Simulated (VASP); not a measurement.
**HfSiO4: relaxation of cell and atoms with PBE**

HfSiO4:

```
Hf Si O
1.0
     0.00000    3.45596    3.45596
     3.45596    0.00000    3.45596
     3.45596    3.45596    0.00000
Hf Si O
1 1 4
Direct
  0.50000 0.50000 0.50000
  0.00000 0.00000 0.00000
  0.39685 0.86772 0.86772
  0.86772 0.86772 0.86772
  0.86772 0.86772 0.39685
  0.86772 0.39685 0.86772
```

The cell was built from a structure type or drawn by symmetry, and may not be a known phase.

```json
{
  "Program": "VASP 6.6.1",
  "Task": "relaxation of cell and atoms",
  "Functional": "PBE",
  "Potentials or basis": "VASP PAW PBE potentials, release 64 (Hf_pv, Si, O)",
  "Cutoff": "600 eV",
  "k mesh": "10 × 10 × 10",
  "Occupations": "gaussian, width 0.01 eV",
  "Spin": "no spin polarisation",
  "Dipole correction": "no",
  "Further INCAR settings": "ALGO = Normal; EDIFF = 1e-06; IBRION = 2; EDIFFG = -0.01; NSW = 100; ISIF = 3"
}
```

```json
{
  "Relaxed volume": "13.72 Å³/atom",
  "Relaxed cell": "a = 4.882 Å, b = 4.882 Å, c = 4.882 Å, α = 60.00°, β = 60.00°, γ = 60.00°",
  "Space group after relaxing (to 0.1 Å)": "F-43m (No. 216)",
  "Energy gained by relaxing": "0.1 meV/atom",
  "Ionic steps": "4",
  "Pressure after relaxing": "0.1 GPa",
  "Largest force after relaxing": "0.003 eV/Å",
  "Band gap on the k mesh": "0.13 eV (least direct gap 0.15 eV)"
}
```

Forces in eV/Å, atoms in the order of the input:
```
Hf   0.000  0.000  0.000
Si   0.000  0.000  0.000
O   -0.002  0.002  0.002
O   -0.002 -0.002 -0.002
O    0.002  0.002 -0.002
O    0.002 -0.002  0.002
```

The path:
```tsv
step	energy change (eV)	largest force (eV/Å)	pressure (GPa)	volume (Å³)
1	0.0000	0.0972	-0.09	82.55
2	0.0006	0.1772	-0.48	82.46
3	-0.0004	0.0074	-0.24	82.52
4	-0.0005	0.0034	0.08	82.29
```

Final structure:
```
CELL_PARAMETERS angstrom
0.00000 3.45230 3.45230
3.45230 0.00000 3.45230
3.45230 3.45230 0.00000
ATOMIC_POSITIONS crystal
Hf 0.50000 0.50000 0.50000
Si 0.00000 0.00000 0.00000
O 0.39742 0.86753 0.86753
O 0.86753 0.86753 0.86753
O 0.86753 0.86753 0.39742
O 0.86753 0.39742 0.86753
```

Levels at points of the mesh, in eV from the valence-band top:
```
           k point  band 15  band 16  band 17  band 18  band 19  band 20  band 21  band 22  band 23
(0.00, 0.00, 0.00)    -0.41    -0.41    -0.02    -0.02    -0.02     0.13     1.51     1.51     1.51
(0.50, 0.00, 0.00)    -2.33    -2.33    -0.52    -0.52     0.00     0.73     1.81     1.81     2.00
(0.50, 0.50, 0.00)    -2.66    -2.66    -1.67    -0.33    -0.33     0.95     1.43     1.45     1.45
```

Run time: 4.1 min on 1 thread of Intel(R) Xeon(R) Platinum 8488C (Sapphire Rapids) (shared host), peak memory 0.31 GiB.

Caveat: spin-orbit coupling is left out, which moves the levels of the heavy elements. A k mesh can miss the band edges.
